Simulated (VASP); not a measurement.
# ZnSe (F-43m) in VASP: further runs

The runs below take ZnSe through single point, with HSE06, PBE-based screened hybrid with 50 % exact exchange.

Everything below comes from runs of VASP 6.6.1. Logs are shortened: lines on timing, memory, paths and dates and some standing lists are left out, and cuts for length are marked.

## Step 1: The cell of the first run

Symmetry: F-43m, No. 216, cubic system. Conventional cell: a = 5.665 Å, b = 5.665 Å, c = 5.665 Å, α = 90.00°, β = 90.00°, γ = 90.00°. Zn (site symmetry -43m) has 4 Se at 2.45 Å within 3.2 Å. Within 3.2 Å of Se (site symmetry -43m) lie 4 Zn at 2.45 Å.

## Step 2: Single point, HSE06

POSCAR reads:

```
ZnSe
1.0
    0.0000000000      2.8324246788      2.8324246788
    2.8324246788      0.0000000000      2.8324246788
    2.8324246788      2.8324246788      0.0000000000
Zn Se
1 1
Direct
    0.0000000000      0.0000000000      0.0000000000
    0.2500000000      0.2500000000      0.2500000000
```

INCAR.step1 reads:

```
PREC     = Accurate       # precision mode
ENCUT    = 520            # plane-wave cutoff, eV
EDIFF    = 1E-5           # SCF threshold, eV
ISMEAR   = 0              # smearing method
SIGMA    = 0.01           # smearing width, eV
LREAL    = False          # projectors in reciprocal space
LASPH    = True           # aspherical terms in the spheres
NELM     = 100            # most SCF steps
ALGO     = Normal         # electronic algorithm
ISIF     = 2              # what is computed and relaxed
LWAVE    = True           # write WAVECAR
LCHARG   = False          # write CHGCAR
GGA      = PE             # functional
NBANDS   = 16             # bands
```

INCAR.step2 reads:

```
PREC     = Accurate       # precision mode
ENCUT    = 520            # plane-wave cutoff, eV
EDIFF    = 1E-6           # SCF threshold, eV
ISMEAR   = 0              # smearing method
SIGMA    = 0.01           # smearing width, eV
LREAL    = False          # projectors in reciprocal space
LASPH    = True           # aspherical terms in the spheres
NELM     = 100            # most SCF steps
ALGO     = Normal         # electronic algorithm
ISIF     = 2              # what is computed and relaxed
LWAVE    = False          # write WAVECAR
LCHARG   = False          # write CHGCAR
GGA      = PE             # functional
LHFCALC  = True           # exact exchange
HFSCREEN = 0.2079         # screening, 1/A
PRECFOCK = Normal       
ISTART   = 1            
NBANDS   = 16             # bands
```

KPOINTS reads:

```
regular mesh
0
Gamma
  4 4 4
```

Potentials or basis: VASP PAW PBE potentials, release 64 (Zn, Se).

Launch:

```bash
> cat potpaw_PBE.64/Zn/POTCAR potpaw_PBE.64/Se/POTCAR > POTCAR
> cp INCAR.step1 INCAR
> mpirun -np 1 vasp_std > vasp.out
> cp INCAR.step2 INCAR
> mpirun -np 1 vasp_std > vasp.out
```

OUTCAR:

```text
PREC = Accurate
   ENCUT = 520
   EDIFF = 1E-6
   ISMEAR = 0
   LREAL = False
   LASPH = True
   NELM = 100
   ISIF = 2
   GGA = PE
   LHFCALC = True
   HFSCREEN = 0.2079
   PRECFOCK = Normal
   ISTART = 1

 ion  position               nearest neighbor table
   1  0.000  0.000  0.000-   2 2.45   2 2.45   2 2.45   2 2.45
   2  0.250  0.250  0.250-   1 2.45   1 2.45   1 2.45   1 2.45

  LATTYP: Found a face centered cubic cell.
 ALAT       =     5.6648493576

  Lattice vectors:

 A1 = (   0.0000000000,   2.8324246788,   2.8324246788)
 A2 = (   2.8324246788,   0.0000000000,   2.8324246788)
 A3 = (   2.8324246788,   2.8324246788,   0.0000000000)

Analysis of symmetry for initial positions (statically):
=====================================================================
 Subroutine PRICEL returns:
 Original cell was already a primitive cell.

 Routine SETGRP: Setting up the symmetry group for a
 face centered cubic supercell.

 Subroutine GETGRP returns: Found 24 space group operations
 (whereof 24 operations were pure point group operations)
 out of a pool of 48 trial point group operations.

The static configuration has the point symmetry T_d .

Analysis of symmetry for dynamics (positions and initial velocities):
=====================================================================
 Subroutine PRICEL returns:
 Original cell was already a primitive cell.

 Routine SETGRP: Setting up the symmetry group for a
 face centered cubic supercell.

 Subroutine GETGRP returns: Found 24 space group operations
 (whereof 24 operations were pure point group operations)
 out of a pool of 48 trial point group operations.

The dynamic configuration has the point symmetry T_d .

 Subroutine INISYM returns: Found 24 space group operations
 (whereof 24 operations are pure point group operations),
 and found     1 'primitive' translations

----------------------------------------------------------------------------------------

                                     Primitive cell

  volume of cell :      45.4470

  direct lattice vectors                    reciprocal lattice vectors
     0.000000000  2.832424679  2.832424679    -0.176527201  0.176527201  0.176527201
     2.832424679  0.000000000  2.832424679     0.176527201 -0.176527201  0.176527201
     2.832424679  2.832424679  0.000000000     0.176527201  0.176527201 -0.176527201

  length of vectors
     4.005653395  4.005653395  4.005653395     0.305754081  0.305754081  0.305754081

  position of ions in fractional coordinates (direct lattice)
     0.000000000  0.000000000  0.000000000
     0.250000000  0.250000000  0.250000000

  ion indices of the primitive-cell ions
   primitive index   ion index
                 1           1
                 2           2

----------------------------------------------------------------------------------------

 KPOINTS: regular mesh

Automatic generation of k-mesh.
 Grid dimensions read from file:
 generate k-points for:    4    4    4

 Generating k-lattice:

  Cartesian coordinates                     Fractional coordinates (reciprocal lattice)
    -0.044131800  0.044131800  0.044131800     0.250000000  0.000000000  0.000000000
     0.044131800 -0.044131800  0.044131800     0.000000000  0.250000000  0.000000000
     0.044131800  0.044131800 -0.044131800     0.000000000  0.000000000  0.250000000

  Length of vectors
     0.076438520  0.076438520  0.076438520

  Shift w.r.t. Gamma in fractional coordinates (k-lattice)
     0.000000000  0.000000000  0.000000000

 Subroutine IBZKPT returns following result:
 ===========================================

 Found      8 irreducible k-points:

 Following reciprocal coordinates:
            Coordinates               Weight
  0.000000  0.000000  0.000000      1.000000
  0.250000  0.000000  0.000000      8.000000
  0.500000  0.000000  0.000000      4.000000
  0.250000  0.250000  0.000000      6.000000
  0.500000  0.250000  0.000000     24.000000
 -0.250000  0.250000  0.000000     12.000000
  0.500000  0.500000  0.000000      3.000000
 -0.250000  0.500000  0.250000      6.000000
   k-points           NKPTS =      8   k-points in BZ     NKDIM =     64   number of bands    NBANDS=     16
   number of dos      NEDOS =    301   number of ions     NIONS =      2
   total plane-waves  NPLWV =  27000
   dimension x,y,z NGX =    30 NGY =   30 NGZ =   30
   dimension x,y,z NGXF=    60 NGYF=   60 NGZF=   60
   ions per type =               1   1
   NGX,Y,Z   is equivalent  to a cutoff of  12.45, 12.45, 12.45 a.u.
   NGXF,Y,Z  is equivalent  to a cutoff of  24.90, 24.90, 24.90 a.u.
 SYSTEM =  unknown system
   PREC   = accura    normal or accurate (medium, high low for compatibility)
   ISTART =      1    job   : 0-new  1-cont  2-samecut
   ICHARG =      0    charge: 1-file 2-atom 10-const
   ISPIN  =      1    spin polarized calculation?
   LNONCOLLINEAR =      F non collinear calculations
   LSORBIT =      F    spin-orbit coupling
   LASPH  =      T    aspherical Exc in radial PAW
   ENCUT  =  520.0 eV  38.22 Ry    6.18 a.u.   7.45  7.45  7.45*2*pi/ulx,y,z
   NELM   =    100;   NELMIN=  2; NELMDL=  0     # of ELM steps
   EDIFF  = 0.1E-05   stopping-criterion for ELM
   LREAL  =      F    real-space projection
   EDIFFG = 0.1E-04   stopping-criterion for IOM
   NSW    =      0    number of steps for IOM
   IBRION =     -1    ionic relax: 0-MD 1-quasi-New 2-CG
   NFREE  =      0    steps in history (QN), initial steepest desc. (CG)
   ISIF   =      2    stress and relaxation
   ISYM   =      3    0-nonsym 1-usesym 2-fastsym
   POTIM  = 0.5000    time-step for ionic-motion
   TEBEG  =    0.0;   TEEND  =   0.0 temperature during run
   PSTRESS=    0.0 pullay stress
   NELECT =      18.0000    total number of electrons
   NUPDOWN=      -1.0000    fix difference up-down
   EMIN   =  10.00;   EMAX   =-10.00  energy-range for DOS
   EFERMI =   0.00;   METHOD = LEGACY
   ISMEAR =     0;   SIGMA  =   0.01  broadening in eV -4-tet -1-fermi 0-gaus
   EFERMI_NEDOS =   21; number of points for ismear=-14 and -15
   IALGO  =     38    algorithm
   IMIX   =      1    mixing-type and parameters
     AMIX     =   0.40;   BMIX     =  1.00
     AMIX_MAG =   1.60;   BMIX_MAG =  1.00
  volume/ion in A,a.u.               =      22.72       153.35
  Fermi-wavevector in a.u.,A,eV,Ry     =   1.202257  2.271936 19.666157  1.445422
  Thomas-Fermi vector in A             =   2.338043
   LORBIT       =      0    0 simple, 1 ext, 2 COOP (PROOUT), +10 PAW based schemes
   GGA     = PE    functional components
   LHFCALC =     T    Hartree Fock is set to
   PRECFOCK=normal    Normal, Fast or Accurate (Low or Medium for compatibility)
   ENCUT4O =  -1.0   cutoff for four orbital integrals eV
   NKREDX  =     1    reduce k-point grid by
   NKREDY  =     1    reduce k-point grid by
   NKREDZ  =     1    reduce k-point grid by
   AEXX    =    0.2500 exact exchange contribution
   HFSCREEN=    0.2079 screening length (either q_TF or 0.3 A-1)
   HFSCREENC=   0.2079 screening length for correlation (either q_TF or 0.3 A-1)
   ENCUTFOCK=  -1.0 apply spherical cutoff to Coloumb kernel
   IVDW    =     0    specifies the selected vdW correction
   LEPSILON=     F    determine dielectric tensor
   LRPA    =     F    only Hartree local field effects (RPA)
 non-spin polarized calculation
 Gauss-broadening in eV      SIGMA  =   0.01
  energy-cutoff  :      520.00
  volume of cell :       45.45
 maximum number of plane-waves:      1243
 NGX is ok and might be reduce to    30
  NGX = 24; NGY = 24; NGZ = 24

 number of electron      18.0000011 magnetization

 Free energy of the ion-electron system (eV)
  ---------------------------------------------------
  ext. energy  EPLUGINS =         0.00000000
  ---------------------------------------------------
  free energy    TOTEN  =        -7.37536002 eV

  energy without entropy =       -7.37536002  energy(sigma->0) =       -7.37536002

 E-fermi :   1.0691     XC(G=0):  -7.7319

 val. band max:        0.9840587453   @ k =   0.0000   0.0000   0.0000
 cond. band min:       3.4178060170   @ k =   0.0000   0.0000   0.0000
 fundamental gap:      2.4337472717
 Fermi energy:         1.0691070499

 k-point     1 :       0.0000    0.0000    0.0000
  band No.  band energies     occupation
      1     -13.3847      2.00000
      2      -7.2088      2.00000
      3      -7.2088      2.00000
      4      -7.2088      2.00000
      5      -6.8786      2.00000
      6      -6.8786      2.00000
[... 8 lines left out ...]
     15      13.6857      0.00000
     16      13.6857      0.00000

 k-point     2 :       0.2500    0.0000    0.0000
  band No.  band energies     occupation
      1     -12.9869      2.00000
      2      -7.1624      2.00000
      3      -7.1624      2.00000
      4      -7.0972      2.00000
      5      -6.8790      2.00000
      6      -6.8790      2.00000
[... 8 lines left out ...]
     15      12.6050      0.00000
     16      12.9114      0.00000

 k-point     3 :       0.5000    0.0000    0.0000
  band No.  band energies     occupation
      1     -12.5215      2.00000
      2      -7.1281      2.00000
      3      -7.1281      2.00000
      4      -6.8647      2.00000
      5      -6.8647      2.00000
      6      -6.6930      2.00000
[... 8 lines left out ...]
     15      15.5019      0.00000
     16      15.5019      0.00000

 k-point     4 :       0.2500    0.2500    0.0000
  band No.  band energies     occupation
      1     -12.8536      2.00000
      2      -7.1501      2.00000
      3      -7.1083      2.00000
      4      -7.1083      2.00000
      5      -6.8966      2.00000
      6      -6.8574      2.00000
[... 8 lines left out ...]
     15      14.6008      0.00000
     16      16.2822      0.00000

 k-point     5 :       0.5000    0.2500    0.0000
  band No.  band energies     occupation
      1     -12.3863      2.00000
      2      -7.1031      2.00000
      3      -7.0565      2.00000
      4      -6.9518      2.00000
      5      -6.8559      2.00000
      6      -6.6830      2.00000
[... 8 lines left out ...]
     15      15.6672      0.00000
     16      16.5405      0.00000

 k-point     6 :      -0.2500    0.2500    0.0000
  band No.  band energies     occupation
      1     -12.5427      2.00000
      2      -7.1105      2.00000
      3      -7.1028      2.00000
      4      -6.9219      2.00000
      5      -6.8901      2.00000
      6      -6.7905      2.00000
[... 8 lines left out ...]
     15      14.4273      0.00000
     16      16.5454      0.00000

 k-point     7 :       0.5000    0.5000    0.0000
  band No.  band energies     occupation
      1     -12.2317      2.00000
      2      -7.0888      2.00000
      3      -6.9872      2.00000
      4      -6.9872      2.00000
      5      -6.8362      2.00000
      6      -6.6473      2.00000
[... 8 lines left out ...]
     15      16.2955      0.00000
     16      16.7956      0.00000

 k-point     8 :      -0.2500    0.5000    0.2500
  band No.  band energies     occupation
      1     -12.2277      2.00000
      2      -7.0715      2.00000
      3      -7.0360      2.00000
      4      -6.9141      2.00000
      5      -6.8887      2.00000
      6      -6.5368      2.00000
[... 8 lines left out ...]
     15      16.2657      0.00000
     16      16.4445      0.00000

------------------------ aborting loop because EDIFF is reached ----------------------------------------

  FORCE on cell =-STRESS in cart. coord.  units (eV):
  Direction    XX          YY          ZZ          XY          YZ          ZX
  --------------------------------------------------------------------------------------
  -------------------------------------------------------------------------------------
  Total        0.4372484      0.4372484      0.4372484     -0.0000000      0.0000000     -0.0000000
  in kB       15.4146508     15.4146508     15.4146508     -0.0000000      0.0000000     -0.0000000
  external PRESSURE =      15.4146508 kB  Pullay stress =       0.0000000 kB

 VOLUME and BASIS-vectors are now :
 -----------------------------------------------------------------------------
  energy-cutoff  :      520.00
  volume of cell :       45.45
      direct lattice vectors                 reciprocal lattice vectors
     0.000000000  2.832424679  2.832424679    -0.176527201  0.176527201  0.176527201
     2.832424679  0.000000000  2.832424679     0.176527201 -0.176527201  0.176527201
     2.832424679  2.832424679  0.000000000     0.176527201  0.176527201 -0.176527201

 POSITION                                       TOTAL-FORCE (eV/Angst)
 -----------------------------------------------------------------------------------
      0.00000      0.00000      0.00000         0.000000      0.000000      0.000000
      1.41621      1.41621      1.41621        -0.000000     -0.000000     -0.000000
 -----------------------------------------------------------------------------------
    total drift:                                0.000210      0.000181      0.000124

  FREE ENERGIE OF THE ION-ELECTRON SYSTEM (eV)
  ---------------------------------------------------
  free  energy   TOTEN  =        -7.3753600186 eV

  energy  without entropy=       -7.3753600186  energy(sigma->0) =       -7.37536002
```

It took 3.6 min on 1 thread of Intel Xeon 6975P-C (Granite Rapids), shared host; peak memory 0.27 GiB.

Results:

| Item | Value |
| --- | --- |
| Free energy | -7.3754 eV |
| Pressure | 1.5 GPa |
| Band gap on the k mesh | 2.43 eV |

Levels at points of the mesh, in eV from the valence-band top:
```csv
k point,band 6,band 7,band 8,band 9,band 10,band 11,band 12,band 13
"(0.00, 0.00, 0.00)",-7.86,0.00,0.00,0.00,2.43,6.94,6.94,6.94
"(0.50, 0.00, 0.00)",-7.68,-5.54,-0.91,-0.91,3.66,7.49,7.49,9.75
"(0.50, 0.50, 0.00)",-7.63,-5.14,-2.31,-2.31,3.85,4.50,12.19,12.82
```

Caveat: the k points lie up to 0.48 Å⁻¹ apart; the PAW data sets were made with another functional, which shifts forces and pressure a little.

## Step 3: Single point, PBE-based screened hybrid with 50 % exact exchange

POSCAR is that of step 2.

INCAR.step1 reads:

```
ALGO     = Normal         # electronic algorithm
EDIFF    = 1E-5           # SCF threshold, eV
ENCUT    = 520            # plane-wave cutoff, eV
GGA      = PE             # functional
ISIF     = 2              # what is computed and relaxed
ISMEAR   = 0              # smearing method
LASPH    = True           # aspherical terms in the spheres
LCHARG   = False          # write CHGCAR
LREAL    = False          # projectors in reciprocal space
LWAVE    = True           # write WAVECAR
NBANDS   = 16             # bands
NELM     = 80             # most SCF steps
PREC     = Accurate       # precision mode
SIGMA    = 0.01           # smearing width, eV
```

INCAR.step2 reads:

```
AEXX     = 0.5            # exact-exchange fraction
ALGO     = Normal         # electronic algorithm
EDIFF    = 1E-7           # SCF threshold, eV
ENCUT    = 520            # plane-wave cutoff, eV
GGA      = PE             # functional
HFSCREEN = 0.5            # screening, 1/A
ISIF     = 2              # what is computed and relaxed
ISMEAR   = 0              # smearing method
ISTART   = 1            
LASPH    = True           # aspherical terms in the spheres
LCHARG   = False          # write CHGCAR
LHFCALC  = True           # exact exchange
LREAL    = False          # projectors in reciprocal space
LWAVE    = False          # write WAVECAR
NBANDS   = 16             # bands
NELM     = 80             # most SCF steps
PREC     = Accurate       # precision mode
PRECFOCK = Normal       
SIGMA    = 0.01           # smearing width, eV
```

KPOINTS reads:

```
k-points
0
Gamma
  4 4 4
```

Potentials or basis: VASP PAW PBE potentials, release 64 (Zn, Se).

Launch:

```bash
> cat potpaw_PBE.64/Zn/POTCAR potpaw_PBE.64/Se/POTCAR > POTCAR
> cp INCAR.step1 INCAR
> mpirun -np 1 vasp_std > vasp.out
> cp INCAR.step2 INCAR
> mpirun -np 1 vasp_std > vasp.out
```

Run time: 4.5 min. Hardware: 1 thread of Intel Xeon 6975P-C (Granite Rapids), shared host; peak memory 0.27 GiB.

Results (log left out):

- Free energy: -7.7774 eV
- Pressure: 1.7 GPa
- Band gap on the k mesh: 2.63 eV

Levels at points of the mesh, in eV from the valence-band top:
```csv
k point,band 6,band 7,band 8,band 9,band 10,band 11,band 12,band 13
"(0.00, 0.00, 0.00)",-9.04,0.00,0.00,0.00,2.63,7.04,7.04,7.04
"(0.50, 0.00, 0.00)",-8.82,-5.40,-0.89,-0.89,3.80,7.54,7.54,9.78
"(0.50, 0.50, 0.00)",-8.75,-5.05,-2.25,-2.25,3.85,4.57,12.35,13.04
```

Caveat: the k points lie up to 0.48 Å⁻¹ apart; the PAW data sets were made with another functional, which shifts forces and pressure a little.
